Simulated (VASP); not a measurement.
# Al5P2 (P-3m1) in VASP: single point with PBE

Aim: the single point of Al5P2 with PBE.

All numbers are computed with VASP 6.6.1; they aren't measurements. Logs are shortened: lines on timing, memory, paths and dates and some standing lists are left out, and cuts for length are marked.

### Step 1. The cell of the first run

Symmetry: P-3m1, No. 164, trigonal system. Conventional cell: a = 3.563 Å, b = 3.563 Å, c = 12.127 Å, α = 90.00°, β = 90.00°, γ = 120.00°. Al (site symmetry 3m) has 3 P at 2.43 Å and 1 Al at 2.60 Å within 3.2 Å. Al (site symmetry 3m) has 3 P at 2.58 Å and 12 Al at 2.82 to 3.56 Å within 3.6 Å. Al (site symmetry -3m) has 12 Al at 2.82 to 3.56 Å within 3.7 Å. Within 3.2 Å of P (site symmetry 3m) lie 6 Al at 2.43 to 2.58 Å.

### Step 2. Single point, PBE

Contents of INCAR:

```
SYSTEM = Al5P2
  ALGO = Normal
  EDIFF = 1E-6
  ENCUT = 520
  GGA = PE
  ISIF = 2
  ISMEAR = 0
  LASPH = .TRUE.
  LCHARG = .TRUE.
  LELF = .TRUE.
  LREAL = .FALSE.
  LVHAR = .TRUE.
  LWAVE = .FALSE.
  NBANDS = 22
  NELM = 80
  PREC = Accurate
  SIGMA = 0.1
```

Contents of KPOINTS:

```
k-points
0
G
  12 12 4
  0 0 0
```

Contents of POSCAR:

```
Al5P2
1.0
    3.5630091057      0.0000000000      0.0000000000
   -1.7815045528      3.0856563995      0.0000000000
    0.0000000000      0.0000000000     12.1274246339
Al P
5 2
Direct
    0.0000000000      0.0000000000      0.8928250178
    0.3333333333      0.6666666667      0.6585479437
    0.0000000000      0.0000000000      0.1071749822
    0.6666666667      0.3333333333      0.3414520563
    0.0000000000      0.0000000000      0.5000000000
    0.6666666667      0.3333333333      0.7868975627
    0.3333333333      0.6666666667      0.2131024373
```

Potentials or basis: VASP PAW PBE potentials, release 64 (Al, P).

Started as:

```sh
> cat potpaw_PBE.64/Al/POTCAR potpaw_PBE.64/P/POTCAR > POTCAR
> mpirun -np 1 vasp_std > vasp.out
```

OUTCAR:

```text
SYSTEM = Al5P2
   EDIFF = 1E-6
   ENCUT = 520
   GGA = PE
   ISIF = 2
   ISMEAR = 0
   LASPH = .TRUE.
   LREAL = .FALSE.
   NELM = 80
   PREC = Accurate

 ion  position               nearest neighbor table
   1  0.000  0.000  0.893-   6 2.43   6 2.43   6 2.43   3 2.60
   2  0.333  0.667  0.659-   6 2.58   6 2.58   6 2.58   5 2.82   5 2.82   5 2.82
   3  0.000  0.000  0.107-   7 2.43   7 2.43   7 2.43   1 2.60
   4  0.667  0.333  0.341-   7 2.58   7 2.58   7 2.58   5 2.82   5 2.82   5 2.82
   5  0.000  0.000  0.500-   2 2.82   4 2.82   4 2.82   2 2.82   4 2.82   2 2.82
   6  0.667  0.333  0.787-   1 2.43   1 2.43   1 2.43   2 2.58   2 2.58   2 2.58
   7  0.333  0.667  0.213-   3 2.43   3 2.43   3 2.43   4 2.58   4 2.58   4 2.58

  LATTYP: Found a hexagonal cell.
 ALAT       =     3.5630091057
 C/A-ratio  =     3.4037029584

  Lattice vectors:

 A1 = (   3.5630091057,   0.0000000000,   0.0000000000)
 A2 = (  -1.7815045528,   3.0856563995,   0.0000000000)
 A3 = (   0.0000000000,   0.0000000000,  12.1274246339)

Analysis of symmetry for initial positions (statically):
=====================================================================
 Subroutine PRICEL returns:
 Original cell was already a primitive cell.

 Routine SETGRP: Setting up the symmetry group for a
 hexagonal supercell.

 Subroutine GETGRP returns: Found 12 space group operations
 (whereof 12 operations were pure point group operations)
 out of a pool of 24 trial point group operations.

The static configuration has the point symmetry D_3d.

Analysis of symmetry for dynamics (positions and initial velocities):
=====================================================================
 Subroutine PRICEL returns:
 Original cell was already a primitive cell.

 Routine SETGRP: Setting up the symmetry group for a
 hexagonal supercell.

 Subroutine GETGRP returns: Found 12 space group operations
 (whereof 12 operations were pure point group operations)
 out of a pool of 24 trial point group operations.

The dynamic configuration has the point symmetry D_3d.

 Subroutine INISYM returns: Found 12 space group operations
 (whereof 12 operations are pure point group operations),
 and found     1 'primitive' translations

----------------------------------------------------------------------------------------

                                     Primitive cell

  volume of cell :     133.3316

  direct lattice vectors                    reciprocal lattice vectors
     3.563009106  0.000000000  0.000000000     0.280661646  0.162040077  0.000000000
    -1.781504553  3.085656399  0.000000000     0.000000000  0.324080154  0.000000000
     0.000000000  0.000000000 12.127424634     0.000000000  0.000000000  0.082457738

  length of vectors
     3.563009106  3.563009106 12.127424634     0.324080154  0.324080154  0.082457738

  position of ions in fractional coordinates (direct lattice)
     0.000000000  0.000000000  0.892825018
     0.333333333  0.666666667  0.658547944
     0.000000000  0.000000000  0.107174982
     0.666666667  0.333333333  0.341452056
     0.000000000  0.000000000  0.500000000
     0.666666667  0.333333333  0.786897563
     0.333333333  0.666666667  0.213102437

  ion indices of the primitive-cell ions
   primitive index   ion index
                 1           1
                 2           2
                 3           3
                 4           4
                 5           5
                 6           6
                 7           7

----------------------------------------------------------------------------------------

 KPOINTS: k-points

Automatic generation of k-mesh.
 Grid dimensions read from file:
 generate k-points for:   12   12    4

 Generating k-lattice:

  Cartesian coordinates                     Fractional coordinates (reciprocal lattice)
     0.023388470  0.013503340  0.000000000     0.083333333  0.000000000  0.000000000
     0.000000000  0.027006679  0.000000000     0.000000000  0.083333333  0.000000000
     0.000000000  0.000000000  0.020614434     0.000000000  0.000000000  0.250000000

  Length of vectors
     0.027006679  0.027006679  0.020614434

  Shift w.r.t. Gamma in fractional coordinates (k-lattice)
     0.000000000  0.000000000  0.000000000

 Subroutine IBZKPT returns following result:
 ===========================================

 Found     69 irreducible k-points:

 Following reciprocal coordinates:
            Coordinates               Weight
  0.000000  0.000000  0.000000      1.000000
  0.083333  0.000000  0.000000      6.000000
  0.166667  0.000000  0.000000      6.000000
  0.250000  0.000000  0.000000      6.000000
  0.333333  0.000000  0.000000      6.000000
  0.416667  0.000000  0.000000      6.000000
[... 16 lines left out ...]
  0.166667  0.000000  0.250000      6.000000
  0.000000  0.166667  0.250000      6.000000
 [... further k-points ...]
   k-points           NKPTS =     69   k-points in BZ     NKDIM =     69   number of bands    NBANDS=     22
   number of dos      NEDOS =    301   number of ions     NIONS =      7
   total plane-waves  NPLWV =  70560
   dimension x,y,z NGX =    28 NGY =   28 NGZ =   90
   dimension x,y,z NGXF=    56 NGYF=   56 NGZF=  180
   ions per type =               5   2
   NGX,Y,Z   is equivalent  to a cutoff of  13.06, 13.06, 12.34 a.u.
   NGXF,Y,Z  is equivalent  to a cutoff of  26.13, 26.13, 24.67 a.u.
 SYSTEM =  Al5P2
   PREC   = accura    normal or accurate (medium, high low for compatibility)
   ISTART =      0    job   : 0-new  1-cont  2-samecut
   ICHARG =      2    charge: 1-file 2-atom 10-const
   ISPIN  =      1    spin polarized calculation?
   LNONCOLLINEAR =      F non collinear calculations
   LSORBIT =      F    spin-orbit coupling
   LASPH  =      T    aspherical Exc in radial PAW
   ENCUT  =  520.0 eV  38.22 Ry    6.18 a.u.   6.62  6.62 22.55*2*pi/ulx,y,z
   NELM   =     80;   NELMIN=  2; NELMDL= -5     # of ELM steps
   EDIFF  = 0.1E-05   stopping-criterion for ELM
   LREAL  =      F    real-space projection
   EDIFFG = 0.1E-04   stopping-criterion for IOM
   NSW    =      0    number of steps for IOM
   IBRION =     -1    ionic relax: 0-MD 1-quasi-New 2-CG
   NFREE  =      0    steps in history (QN), initial steepest desc. (CG)
   ISIF   =      2    stress and relaxation
   ISYM   =      2    0-nonsym 1-usesym 2-fastsym
   POTIM  = 0.5000    time-step for ionic-motion
   TEBEG  =    0.0;   TEEND  =   0.0 temperature during run
   PSTRESS=    0.0 pullay stress
   NELECT =      25.0000    total number of electrons
   NUPDOWN=      -1.0000    fix difference up-down
   EMIN   =  10.00;   EMAX   =-10.00  energy-range for DOS
   EFERMI =   0.00;   METHOD = LEGACY
   ISMEAR =     0;   SIGMA  =   0.10  broadening in eV -4-tet -1-fermi 0-gaus
   EFERMI_NEDOS =   21; number of points for ismear=-14 and -15
   IALGO  =     38    algorithm
   IMIX   =      4    mixing-type and parameters
     AMIX     =   0.40;   BMIX     =  1.00
     AMIX_MAG =   1.60;   BMIX_MAG =  1.00
  volume/ion in A,a.u.               =      19.05       128.54
  Fermi-wavevector in a.u.,A,eV,Ry     =   0.937009  1.770690 11.945725  0.877986
  Thomas-Fermi vector in A             =   2.064077
   LORBIT       =      0    0 simple, 1 ext, 2 COOP (PROOUT), +10 PAW based schemes
   GGA     = PE    functional components
   LHFCALC =     F    Hartree Fock is set to
   AEXX    =    0.0000 exact exchange contribution
   IVDW    =     0    specifies the selected vdW correction
   LEPSILON=     F    determine dielectric tensor
   LRPA    =     F    only Hartree local field effects (RPA)
 non-spin polarized calculation
 Gauss-broadening in eV      SIGMA  =   0.10
  energy-cutoff  :      520.00
  volume of cell :      133.33
 maximum number of plane-waves:      3646
 NGX is ok and might be reduce to    28
   NGX = 13   NGY = 13   NGZ = 45

 number of electron      25.0000001 magnetization

 Free energy of the ion-electron system (eV)
  ---------------------------------------------------
  ext. energy  EPLUGINS =         0.00000000
  ---------------------------------------------------
  free energy    TOTEN  =       -30.02741555 eV

  energy without entropy =      -30.01665063  energy(sigma->0) =      -30.02203309

 E-fermi :   6.5039     XC(G=0):  -9.6481

 val. band max:        6.5007674261   @ k =   0.1667   0.1667   0.0000
 cond. band min:       6.5054907148   @ k =   0.3333   0.0833   0.2500
 fundamental gap:      0.0047232887
 Fermi energy:         6.5038548996

 k-point     1 :       0.0000    0.0000    0.0000
  band No.  band energies     occupation
      1      -6.5287      2.00000
      2      -6.4103      2.00000
      3      -2.3330      2.00000
      4      -0.6046      2.00000
      5      -0.1065      2.00000
      6       3.7722      2.00000
[... 14 lines left out ...]
     21      11.3576      0.00000
     22      12.4733      0.00000

 k-point     2 :       0.0833    0.0000    0.0000
  band No.  band energies     occupation
      1      -6.4390      2.00000
      2      -6.3219      2.00000
      3      -2.2291      2.00000
      4      -0.5071      2.00000
      5      -0.0153      2.00000
      6       3.8102      2.00000
[... 14 lines left out ...]
     21      11.1045      0.00000
     22      11.8676      0.00000

 k-point     3 :       0.1667    0.0000    0.0000
  band No.  band energies     occupation
      1      -6.1740      2.00000
      2      -6.0614      2.00000
      3      -1.9186      2.00000
      4      -0.2182      2.00000
      5       0.2480      2.00000
      6       3.3617      2.00000
[... 14 lines left out ...]
     21      11.5999      0.00000
     22      11.7140      0.00000
[... 476 lines left out ...]
 k-point    23 :       0.1667    0.0000    0.2500
  band No.  band energies     occupation
      1      -6.1652      2.00000
      2      -6.0716      2.00000
      3      -1.8396      2.00000
      4      -0.6745      2.00000
      5       0.8810      2.00000
      6       2.7732      2.00000
[... 14 lines left out ...]
     21      11.5542      0.00000
     22      11.7141      0.00000

 k-point    24 :       0.0000    0.1667    0.2500
  band No.  band energies     occupation
      1      -6.1653      2.00000
      2      -6.0714      2.00000
      3      -1.8414      2.00000
      4      -0.6663      2.00000
      5       0.8594      2.00000
      6       2.8236      2.00000
[... 14 lines left out ...]
     21      11.4240      0.00000
     22      11.8745      0.00000

 [... further k-points ...]

------------------------ aborting loop because EDIFF is reached ----------------------------------------

  FORCE on cell =-STRESS in cart. coord.  units (eV):
  Direction    XX          YY          ZZ          XY          YZ          ZX
  --------------------------------------------------------------------------------------
  -------------------------------------------------------------------------------------
  Total       -0.0444964     -0.0444964     -0.0662344     -0.0000000      0.0000000      0.0000000
  in kB       -0.5346909     -0.5346909     -0.7959047     -0.0000000      0.0000000      0.0000000
  external PRESSURE =      -0.6217622 kB  Pullay stress =       0.0000000 kB

 VOLUME and BASIS-vectors are now :
 -----------------------------------------------------------------------------
  energy-cutoff  :      520.00
  volume of cell :      133.33
      direct lattice vectors                 reciprocal lattice vectors
     3.563009106  0.000000000  0.000000000     0.280661646  0.162040077  0.000000000
    -1.781504553  3.085656399  0.000000000     0.000000000  0.324080154  0.000000000
     0.000000000  0.000000000 12.127424634     0.000000000  0.000000000  0.082457738

 POSITION                                       TOTAL-FORCE (eV/Angst)
 -----------------------------------------------------------------------------------
      0.00000      0.00000     10.82767         0.000000     -0.000000     -0.006127
     -0.00000      2.05710      7.98649        -0.000000      0.000000      0.005400
      0.00000      0.00000      1.29976        -0.000000      0.000000      0.006127
      1.78150      1.02855      4.14093         0.000000     -0.000000     -0.005400
      0.00000      0.00000      6.06371        -0.000000      0.000000     -0.000000
      1.78150      1.02855      9.54304         0.000000     -0.000000      0.002545
     -0.00000      2.05710      2.58438        -0.000000      0.000000     -0.002545
 -----------------------------------------------------------------------------------
    total drift:                               -0.000000      0.000000     -0.000000

  FREE ENERGIE OF THE ION-ELECTRON SYSTEM (eV)
  ---------------------------------------------------
  free  energy   TOTEN  =       -30.0274155491 eV

  energy  without entropy=      -30.0166506308  energy(sigma->0) =      -30.02203309
```

Wall time 2.2 min (1 thread of Intel Xeon Platinum 8488C (Sapphire Rapids), shared host); peak memory 0.34 GiB.

Results:

| Item | Value |
| --- | --- |
| Free energy | -30.0274 eV |
| Pressure | -0.1 GPa |
| Largest force | 0.006 eV/Å |
| Band gap on the k mesh | zero (an odd number of electrons rules out a gap without spin polarisation) |

Forces on the atoms (eV/Å):
```
Al   0.000  0.000 -0.006
Al   0.000  0.000  0.005
Al   0.000  0.000  0.006
Al   0.000  0.000 -0.005
Al   0.000  0.000  0.000
P    0.000  0.000  0.003
P    0.000  0.000 -0.003
```
